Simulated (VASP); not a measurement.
# Al16AgO24 (a cell with a defect) (Ag interstitial hop between voids) in VASP: further runs, part 2 of 2

VASP 6.6.1. The steps go on from the part before.

**3. Single point, PBE**

The input, INCAR:

```
PREC = Accurate
ENCUT = 520
EDIFF = 1E-6
ISMEAR = -1
SIGMA = 0.01
LREAL = Auto
LASPH = True
NELM = 60
ALGO = Normal
ISIF = 2
LWAVE = False
LCHARG = False
GGA = PE
NBANDS = 128
NELECT = 202.0
```

The input, KPOINTS:

```
Automatic mesh
0
Gamma
  1 1 1
  0.25 0.25 0.25
```

The input, POSCAR:

```
Al16AgO24
1.0
    2.4039417600      1.3879164200      4.3742070900
   -4.8078835200      2.7758328500      8.7484141900
    0.0000000000     -5.5516656900      8.7484141900
Al O Ag
16 24 1
Direct
    0.6377541625      0.3181705334      0.3441950217
    0.8432621512      0.4244127570      0.4307626562
    0.1377511404      0.0590885195      0.0709993982
    0.3188546155      0.1415826575      0.1885440166
    0.6529954680      0.3208584543      0.8229334807
    0.8949617167      0.4492833146      0.9066137492
    0.1456154203      0.0744360774      0.5708748182
    0.3379563495      0.1787849847      0.6799432118
    0.6559617136      0.8123249534      0.3247966330
    0.8455169960      0.9175533469      0.4304267904
    0.1279583209      0.6238467173      0.0491567182
    0.3675231678      0.6770457889      0.1796773143
    0.6464374780      0.8360537504      0.8168789167
    0.8360249304      0.9457207571      0.9174598683
    0.1510231541      0.5760521975      0.5720838224
    0.3529749925      0.6841559932      0.6713567921
    0.4324983377      0.0175051693      0.3786798568
    0.9166964610      0.1180396533      0.2801545526
    0.0134669953      0.3479713819      0.2565623609
    0.7708868410      0.1699712703      0.0178509200
    0.2419720883      0.2811016120      0.4730958725
    0.6242010864      0.5010005023      0.1058202388
    0.4445350201      0.0340795067      0.8694721075
    0.9480365355      0.1315201616      0.7652336608
    0.0441667555      0.3795828872      0.7289299534
    0.7283418918      0.2189103552      0.5428960234
    0.2459277336      0.2747637174      0.9730653094
    0.5528513747      0.4726877216      0.6287476229
    0.4384896012      0.5273558424      0.3807080084
    0.9595056710      0.6175650344      0.2702163763
    0.0472676630      0.8655959928      0.2278761777
    0.7397135011      0.7401284080      0.0198488649
    0.2549123683      0.7749658393      0.4687561970
    0.5318445765      0.9566022904      0.1324548205
    0.4452896579      0.5487515230      0.8701938484
    0.9548990270      0.6403738017      0.7672977647
    0.0531298053      0.8807266108      0.7189484760
    0.7557127121      0.7173410780      0.5269504999
    0.2346457195      0.8018999686      0.9663897687
    0.5541511005      0.9731828886      0.6209549773
    1.4856315984      0.3326411367      0.1438560476
```

Potentials or basis: VASP PAW PBE potentials, release 64 (Al, O, Ag).

Command:

```console
cat potpaw_PBE.64/Al/POTCAR potpaw_PBE.64/O/POTCAR potpaw_PBE.64/Ag/POTCAR > POTCAR
mpirun -np 1 vasp_std > vasp.out
```

OUTCAR:

```text
PREC = Accurate
   ENCUT = 520
   EDIFF = 1E-6
   ISMEAR = -1
   LREAL = Auto
   LASPH = True
   NELM = 60
   ISIF = 2
   GGA = PE
   NELECT = 202.0

 ion  position               nearest neighbor table
   1  0.638  0.318  0.344-  19 1.75  21 1.82  26 1.91  29 1.96  18 1.97  22 2.10  41 2.52   2 2.59
                             8 2.70   4 2.82  12 2.87   2 3.27  10 3.31
   2  0.843  0.424  0.431-  21 1.86  28 1.88  30 1.89  19 1.92  29 1.97  26 2.02   1 2.59  15 2.77
                             7 2.80  41 3.03  11 3.10   9 3.17   5 3.21   1 3.27
   3  0.138  0.059  0.071-  20 1.79  23 1.82  31 1.84  34 1.99  18 2.07  27 2.13   4 2.55  14 2.78
                            10 2.86  41 2.94  12 3.07   6 3.10   8 3.16  13 3.36
   4  0.319  0.142  0.189-  34 1.83  18 1.83  17 1.86  27 1.97  19 2.04  20 2.04  41 2.31   3 2.55
                             9 2.69   1 2.82   5 3.00   7 3.24  10 3.25  14 3.30
   5  0.653  0.321  0.823-  24 1.85  28 1.86  20 1.90  27 1.91  25 1.98  35 2.19   8 2.74  16 2.90
                             6 2.92  41 2.98   4 3.00   6 3.07  14 3.08   2 3.21
   6  0.895  0.449  0.907-  36 1.74  27 1.82  22 1.90  25 1.94  35 2.11  41 2.37  15 2.66   5 2.92
                            11 3.07   5 3.07   3 3.10  13 3.13  16 3.28
[... 298 lines left out ...]
      3     -11.6671      2.00000
      4     -11.6199      2.00000
      5     -11.5544      2.00000
      6     -11.4062      2.00000
[... 105 lines left out ...]
    112      16.0938      0.00000
    113      16.2147      0.00000
 [bands above 113 left out]

------------------------ aborting loop because EDIFF is reached ----------------------------------------

  FORCE on cell =-STRESS in cart. coord.  units (eV):
  Direction    XX          YY          ZZ          XY          YZ          ZX
  --------------------------------------------------------------------------------------
  -------------------------------------------------------------------------------------
  Total       16.3534821     23.3894819     21.8387385     -2.7458328     10.7160782     -3.5080510
  in kB       74.8036834    106.9875755     99.8942045    -12.5599186     49.0172134    -16.0464378
  external PRESSURE =      93.8951544 kB  Pullay stress =       0.0000000 kB

 VOLUME and BASIS-vectors are now :
 -----------------------------------------------------------------------------
  energy-cutoff  :      520.00
  volume of cell :      350.27
      direct lattice vectors                 reciprocal lattice vectors
     2.403941760  1.387916420  4.374207090     0.207991728  0.120084080  0.076204287
    -4.807883520  2.775832850  8.748414190    -0.103995864  0.060042040  0.038102144
     0.000000000 -5.551665690  8.748414190    -0.000000000 -0.120084080  0.038102144

 POSITION                                       TOTAL-FORCE (eV/Angst)
 -----------------------------------------------------------------------------------
      0.00340     -0.14252      8.58432        -0.061826     -0.064219      0.150298
     -0.01337     -0.04297     11.17003        -0.072867      0.023629      0.034815
      0.04705     -0.03896      1.74062         0.053931      0.046168     -0.069427
      0.08579     -0.21118      4.28282        -0.193973      0.164203     -0.089659
      0.02711     -2.77170     12.86270        -0.120012     -0.045272      0.150468
     -0.00867     -2.54395     15.77670         0.028502      0.035536     -0.051029
[... 33 lines left out ...]
     -3.34680      0.02317     16.37015        -0.031283     -0.002124      0.001823
     -0.43187      0.79873      6.29285         0.927184     -0.687984      1.031163
 -----------------------------------------------------------------------------------
    total drift:                               -0.005242      0.002424      0.007837

  FREE ENERGIE OF THE ION-ELECTRON SYSTEM (eV)
  ---------------------------------------------------
  free  energy   TOTEN  =      -300.9418105753 eV

  energy  without entropy=     -300.9418105753  energy(sigma->0) =     -300.94181058
```

stdout:

```text
POSCAR found type information on POSCAR AlO Ag
 POSCAR found :  3 types and      41 ions
 scaLAPACK will be used
 LDA part: xc-table for (Slater+PW92), standard interpolation
 POSCAR, INCAR and KPOINTS ok, starting setup
 FFT: planning ... GRIDC
 FFT: planning ... GRID_SOFT
 FFT: planning ... GRID
 WAVECAR not read
 entering main loop
 the old and the new charge density differ
 old charge density:   203.00000 new  202.00000
    0.385E+01
```

Run time: 2.3 min. Hardware: 1 thread of Intel Xeon Platinum 8375C at 2.90GHz (Ice Lake), shared host; peak memory 0.54 GiB.

What came out:

```yaml
Free_energy: -300.9418 eV
Largest_force: 1.548 eV/Å
```

Forces on the atoms (eV/Å):
```
Al  -0.062 -0.064  0.150
Al  -0.073  0.024  0.035
Al   0.054  0.046 -0.069
Al  -0.194  0.164 -0.090
Al  -0.120 -0.045  0.150
Al   0.029  0.036 -0.051
Al  -0.014 -0.031  0.000
Al  -0.028 -0.024 -0.018
Al  -0.071  0.050 -0.057
Al  -0.038  0.020 -0.006
Al   0.278 -0.099 -0.281
Al  -0.084  0.055 -0.056
Al  -0.015 -0.021 -0.025
Al   0.101 -0.004  0.020
Al  -0.041  0.037 -0.038
Al   0.030 -0.030 -0.032
O   -0.105  0.081 -0.029
O   -0.036 -0.055  0.021
O   -0.345  0.341  0.001
O    0.055  0.100 -0.052
O   -0.044 -0.005 -0.011
O   -0.092  0.210  0.143
O    0.017  0.027 -0.040
O   -0.062 -0.019 -0.031
O    0.035  0.047  0.020
O    0.009  0.072 -0.052
O   -0.055 -0.035  0.092
O   -0.035  0.018 -0.009
O   -0.086 -0.025 -0.006
O   -0.021  0.021 -0.003
O   -0.087  0.016  0.002
O   -0.012  0.026  0.021
O   -0.034  0.015 -0.017
O   -0.044  0.036 -0.020
O    0.266 -0.364 -0.451
O   -0.120  0.071 -0.092
O    0.056  0.003 -0.019
O   -0.066 -0.010 -0.009
O    0.155  0.009 -0.127
O   -0.031 -0.002  0.002
Ag   0.927 -0.688  1.031
```

Levels at points of the mesh, in eV from the Fermi level:
| k point | band 98 | band 99 | band 100 | band 101 | band 102 | band 103 | band 104 | band 105 |
| --- | --- | --- | --- | --- | --- | --- | --- | --- |
| (0.25, 0.25, 0.25) | -0.98 | -0.80 | -0.60 | -0.30 | 4.13 | 6.01 | 6.60 | 6.72 |

Caveat: the k points lie up to 1.58 Å⁻¹ apart; the cell carries a net charge on a neutralising background, which shifts energy and pressure; the cell is charged against a uniform background, so pressure and absolute levels hang on convention.

**4. Single point, PBE**

The input, INCAR:

```
SYSTEM = Al16AgO24
ALGO = Normal
EDIFF = 1E-7
ENCUT = 520
GGA = PE
ISIF = 2
ISMEAR = -1
LASPH = .TRUE.
LCHARG = .FALSE.
LREAL = Auto
LWAVE = .FALSE.
NBANDS = 128
NELECT = 202.0
NELM = 60
PREC = Accurate
SIGMA = 0.01
```

KPOINTS is that of step 3.

The input, POSCAR:

```
Al16AgO24
1.0
    2.4039417600      1.3879164200      4.3742070900
   -4.8078835200      2.7758328500      8.7484141900
    0.0000000000     -5.5516656900      8.7484141900
Al O Ag
16 24 1
Direct
    0.6577192211      0.3332101735      0.3469382272
    0.8558835744      0.4359401091      0.4319838182
    0.1549670933      0.0603749791      0.0547798158
    0.3309754937      0.1553090477      0.1681960570
    0.6454324519      0.3219641279      0.8211191299
    0.8559338367      0.4457491711      0.9092000672
    0.1482776115      0.0698783032      0.5763982559
    0.3464490313      0.1790204131      0.6752609491
    0.6455639174      0.8216139271      0.3249445825
    0.8552490609      0.9184390417      0.4322757550
    0.1366666478      0.5883351063      0.0678423054
    0.3540246104      0.6827518869      0.1727120723
    0.6477683736      0.8282747341      0.8189305393
    0.8544279080      0.9296976332      0.9197716576
    0.1496121640      0.5767724857      0.5716288352
    0.3546037465      0.6774165266      0.6751181752
    0.4398896922      0.0185978301      0.3805298648
    0.9496813644      0.1127235484      0.3104544085
    0.0337117968      0.3886463115      0.2182424920
    0.7644659199      0.1839600617      0.0098931002
    0.2470730894      0.2882316744      0.4775813055
    0.5655309231      0.5052852035      0.1011307150
    0.4577060610      0.0290753121      0.8626065097
    0.9454471436      0.1268291688      0.7692610518
    0.0526106020      0.3785076771      0.7229825041
    0.7481373735      0.2293869370      0.5358789787
    0.2251146892      0.2729383099      0.9737665778
    0.5508449297      0.4748561649      0.6283496268
    0.4432725993      0.5366582825      0.3742968552
    0.9507937947      0.6276287468      0.2754520711
    0.0450989835      0.8766290431      0.2226901589
    0.7470696260      0.7311401903      0.0220953793
    0.2554813661      0.7744308508      0.4714951377
    0.5359403196      0.9618409630      0.1263727232
    0.4434119185      0.5232244952      0.8788844100
    0.9470053698      0.6336276124      0.7699122898
    0.0600324571      0.8740903379      0.7195425535
    0.7534819900      0.7194287896      0.5286119982
    0.2409822011      0.7901358593      0.9667776354
    0.5530803838      0.9745238236      0.6227006059
    1.5629220858      0.2626627006      0.2069418519
```

Command:

```console
cat potpaw_PBE.64/Al/POTCAR potpaw_PBE.64/O/POTCAR potpaw_PBE.64/Ag/POTCAR > POTCAR
mpirun -np 1 vasp_std > vasp.out
```

Wall time 2.6 min (1 thread of Intel Xeon Platinum 8375C at 2.90GHz (Ice Lake), shared host); peak memory 0.55 GiB.

Results (log left out):

| Property | Result |
| --- | --- |
| Free energy | -302.3202 eV |
| Largest force | 0.021 eV/Å |

Forces on the atoms (eV/Å):
```
Al  -0.006 -0.005  0.003
Al  -0.004 -0.005  0.011
Al   0.004  0.005 -0.006
Al  -0.007 -0.011 -0.005
Al   0.000  0.001 -0.012
Al   0.001  0.006  0.011
Al  -0.006  0.000 -0.007
Al   0.005 -0.002  0.013
Al   0.000  0.004 -0.013
Al   0.001 -0.003  0.008
Al  -0.005  0.001 -0.010
Al   0.001 -0.002  0.013
Al   0.008  0.002 -0.007
Al  -0.006 -0.001  0.002
Al   0.001  0.003 -0.003
Al  -0.004 -0.002  0.007
O   -0.011  0.009  0.005
O   -0.009 -0.002 -0.009
O    0.018  0.011  0.002
O   -0.007 -0.010  0.015
O    0.000  0.007 -0.012
O    0.006 -0.008  0.001
O    0.000  0.002 -0.001
O   -0.006 -0.002  0.005
O    0.003 -0.001 -0.004
O    0.012 -0.004  0.004
O   -0.004  0.003  0.000
O    0.000  0.002  0.000
O   -0.007  0.003  0.000
O    0.003  0.003 -0.001
O   -0.007 -0.002  0.003
O   -0.002 -0.002 -0.004
O   -0.001  0.004  0.000
O    0.010  0.001 -0.001
O    0.004 -0.004 -0.003
O   -0.002  0.000  0.003
O    0.005  0.003  0.000
O    0.002 -0.004 -0.002
O    0.005  0.001  0.007
O    0.000  0.002 -0.004
Ag   0.005 -0.002 -0.009
```

Levels at points of the mesh, in eV from the Fermi level:
| k point | band 97 | band 98 | band 99 | band 100 | band 101 | band 102 | band 103 | band 104 | band 105 | band 106 |
| --- | --- | --- | --- | --- | --- | --- | --- | --- | --- | --- |
| (0.25, 0.25, 0.25) | -1.96 | -1.88 | -1.82 | -0.62 | -0.27 | 3.88 | 5.58 | 5.83 | 6.43 | 6.46 |

Caveat: the k points lie up to 1.58 Å⁻¹ apart; the cell carries a net charge on a neutralising background, which shifts energy and pressure; the cell is charged against a uniform background, so pressure and absolute levels hang on convention.

**5. Single point, HSE06**

The input, POSCAR:

```
Al16AgO24
1.0
    2.4039417600      1.3879164200      4.3742070900
   -4.8078835200      2.7758328500      8.7484141900
    0.0000000000     -5.5516656900      8.7484141900
Al O Ag
16 24 1
Direct
    0.6352888400      0.3202098000      0.3370282200
    0.8526234300      0.4251332600      0.4313300000
    0.1435196900      0.0737104900      0.0706139500
    0.3542769300      0.1614852800      0.1945233300
    0.6534355900      0.3073043700      0.8090380300
    0.8291406300      0.4207265400      0.9043337300
    0.1461279900      0.0714149400      0.5769693400
    0.3526666100      0.1723012100      0.6784180000
    0.6481740900      0.8240312000      0.3254270600
    0.8530224600      0.9275250800      0.4261105100
    0.1564301600      0.5998773100      0.0815134200
    0.3543983500      0.6845412000      0.1846420700
    0.6468198300      0.8289116500      0.8184813700
    0.8445997800      0.9278967900      0.9276562900
    0.1440185200      0.5772913500      0.5704095100
    0.3537516200      0.6847964300      0.6670498000
    0.4454204400      0.0222336400      0.3823903400
    0.9416384600      0.1312092700      0.2719724400
    0.0636050000      0.3531013700      0.2543574000
    0.7233818100      0.2262110800      0.0216987000
    0.2454758300      0.2745960300      0.4798469700
    0.5327154500      0.4706330300      0.1368866100
    0.4437352400      0.0218584600      0.8755083900
    0.9560235500      0.1151338000      0.7777572800
    0.0342686700      0.3787972900      0.7107451900
    0.7392022200      0.2191465900      0.5390089100
    0.2625941700      0.2624902600      0.9328964900
    0.5436809800      0.4751017800      0.6252315800
    0.4492491700      0.5278786900      0.3762843800
    0.9421546200      0.6267109800      0.2851712800
    0.0492672500      0.8808314400      0.2234988300
    0.7454288900      0.7301835500      0.0368736100
    0.2520236400      0.7810045200      0.4680778900
    0.5510073300      0.9754037600      0.1272275700
    0.4483534400      0.5632019600      0.8611679800
    0.9384632900      0.6329675200      0.7673265400
    0.0513909400      0.8752429300      0.7231776900
    0.7541181700      0.7238924100      0.5230526100
    0.2465520900      0.7886370800      0.9779591200
    0.5583637400      0.9720103200      0.6227803100
    1.0619489700      0.4594839800      0.0115571900
```

The input, INCAR.step1:

```
SYSTEM = Al16AgO24
PREC     = Accurate       ! precision mode
ENCUT    = 520            ! plane-wave cutoff, eV
EDIFF    = 1E-5           ! SCF threshold, eV
ISMEAR   = -1             ! smearing method
SIGMA    = 0.01           ! smearing width, eV
LREAL    = Auto         
LASPH    = .TRUE.         ! aspherical terms in the spheres
NELM     = 60             ! most SCF steps
ALGO     = Normal         ! electronic algorithm
ISIF     = 2              ! what is computed and relaxed
LWAVE    = .TRUE.         ! write WAVECAR
LCHARG   = .FALSE.        ! write CHGCAR
NBANDS   = 128            ! bands
GGA      = PE             ! functional
NELECT   = 202.0
```

The input, INCAR.step2:

```
SYSTEM = Al16AgO24
PREC     = Accurate       ! precision mode
ENCUT    = 520            ! plane-wave cutoff, eV
EDIFF    = 1E-7           ! SCF threshold, eV
ISMEAR   = -1             ! smearing method
SIGMA    = 0.01           ! smearing width, eV
LREAL    = Auto         
LASPH    = .TRUE.         ! aspherical terms in the spheres
NELM     = 60             ! most SCF steps
ALGO     = Normal         ! electronic algorithm
ISIF     = 2              ! what is computed and relaxed
LWAVE    = .FALSE.        ! write WAVECAR
LCHARG   = .FALSE.        ! write CHGCAR
GGA      = PE             ! functional
LHFCALC  = .TRUE.         ! exact exchange
HFSCREEN = 0.2079         ! screening, 1/A
PRECFOCK = Fast         
NBANDS   = 128            ! bands
ISTART   = 1            
NELECT   = 202.0
```

KPOINTS is that of step 4.

Command:

```console
cat potpaw_PBE.64/Al/POTCAR potpaw_PBE.64/O/POTCAR potpaw_PBE.64/Ag/POTCAR > POTCAR
cp INCAR.step1 INCAR
mpirun -np 1 vasp_std > vasp.out
cp INCAR.step2 INCAR
mpirun -np 1 vasp_std > vasp.out
```

Run time: 19 min. Hardware: 1 thread of Intel Xeon Platinum 8375C at 2.90GHz (Ice Lake), shared host; peak memory 0.73 GiB.

The run converged. Its results:

| Property | Result |
| --- | --- |
| Free energy | -364.4873 eV |
| Largest force | 0.294 eV/Å |

Forces on the atoms (eV/Å):
```
Al  -0.020 -0.077  0.027
Al   0.049  0.011 -0.058
Al   0.062  0.064  0.027
Al   0.121 -0.173  0.069
Al   0.149  0.071 -0.124
Al  -0.017  0.110 -0.162
Al   0.006 -0.012  0.039
Al   0.029  0.029 -0.044
Al   0.012 -0.042  0.042
Al   0.004 -0.040 -0.049
Al  -0.027  0.051  0.192
Al  -0.043 -0.013  0.020
Al  -0.076  0.074  0.014
Al  -0.020  0.016 -0.034
Al  -0.032  0.010  0.032
Al  -0.029  0.035  0.029
O    0.002  0.053 -0.031
O    0.026  0.073  0.061
O   -0.093  0.109 -0.192
O   -0.137  0.058 -0.027
O    0.027 -0.020  0.030
O   -0.031  0.113  0.062
O    0.049  0.004 -0.008
O   -0.072  0.020 -0.010
O   -0.029 -0.139  0.057
O   -0.018  0.015 -0.034
O   -0.197 -0.066  0.209
O    0.023 -0.049  0.009
O    0.001  0.024 -0.012
O    0.002  0.107 -0.045
O    0.015 -0.007  0.010
O    0.147 -0.010 -0.018
O    0.014 -0.022  0.023
O   -0.053 -0.009  0.035
O    0.085 -0.229 -0.119
O    0.123 -0.087  0.089
O   -0.008 -0.029 -0.024
O   -0.023  0.036 -0.019
O    0.100 -0.102 -0.074
O   -0.015 -0.002  0.007
Ag  -0.104  0.044 -0.001
```

Levels at points of the mesh, in eV from the Fermi level:
| k point | band 98 | band 99 | band 100 | band 101 | band 102 | band 103 | band 104 | band 105 |
| --- | --- | --- | --- | --- | --- | --- | --- | --- |
| (0.25, 0.25, 0.25) | -2.00 | -1.94 | -0.70 | -0.33 | 5.61 | 7.39 | 7.63 | 8.27 |

Caveat: the k points lie up to 1.58 Å⁻¹ apart; the cell carries a net charge on a neutralising background, which shifts energy and pressure; the cell is charged against a uniform background, so pressure and absolute levels hang on convention; the PAW data sets were made with another functional, which shifts forces and pressure a little.
